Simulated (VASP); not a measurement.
Crystal: BN.

```
B N
1.0
     2.31480    0.00000    0.00000
     0.00000    2.31480    0.00000
     0.00000    0.00000    2.31480
B N
1 1
Direct
  0.00000 0.00000 0.00000
  0.50000 0.50000 0.50000
```

Base run:

```yaml
Program: VASP 6.6.1
Functional: r2SCAN
Potentials_or_basis: VASP PAW PBE potentials, release 64 (B, N)
Cutoff: 520 eV
k_mesh: 10 × 10 × 10
Occupations: fermi-dirac, width 0.02 eV
Spin: no spin polarisation
```

Its results: band gap on the k mesh zero (band 4 reaches 10.04 eV, above the bottom of band 5 at 6.59 eV); pressure 0.0 GPa.

Q: The run is repeated on the same cell with these changes: functional from r2SCAN to PBE. What comes out?

A: Band gap on the k mesh zero (band 4 reaches 10.00 eV, above the bottom of band 5 at 6.67 eV); pressure 2.3 GPa.

Caveats: the PAW data sets were made with another functional, which shifts forces and pressure a little (some runs).
